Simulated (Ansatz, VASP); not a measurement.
H10CO5 in VASP and in Ansatz

```
O H C
1.0
     6.17363    0.00000    0.00000
     0.00000    6.17363    0.00000
     0.00000    0.00000    6.17363
O H C
5 10 1
Direct
  0.47740 0.01782 0.88459
  0.41606 0.66891 0.24670
  0.14285 0.31031 0.45528
  0.71046 0.00854 0.47608
  0.82803 0.72419 0.97415
  0.37455 0.95451 0.98742
  0.61342 0.94816 0.92943
  0.32162 0.55786 0.31082
  0.52490 0.58653 0.16717
  0.00877 0.23017 0.42602
  0.23958 0.20210 0.51784
  0.61841 0.02348 0.60383
  0.63465 0.89764 0.39138
  0.95134 0.71509 0.66952
  0.02735 0.48604 0.86027
  0.93814 0.64031 0.83304
```

Alike in both runs: functional PBE; dispersion D3(BJ); k mesh 1 × 1 × 1; occupations fermi-dirac, width 0.05 eV; no spin polarisation.

Ansatz relaxed the structure, and its values are those at the end. VASP's run is a single point on that final structure, the one shown.

|  | VASP | Ansatz |
| --- | --- | --- |
| version | VASP 6.6.1 | Ansatz 0.2.0 |
| potentials or method | VASP PAW PBE potentials, release 64 (O_h, H_h, C_h), cutoff 1000 eV | scalar-relativistic, plane waves, PAW |
| valence electrons in the cell | 44 | 44 |

|  | VASP | Ansatz | Ansatz less VASP |
| --- | --- | --- | --- |
| rms of the force components (eV/Å) | 0.091 | 0.093 | +0.0012 |
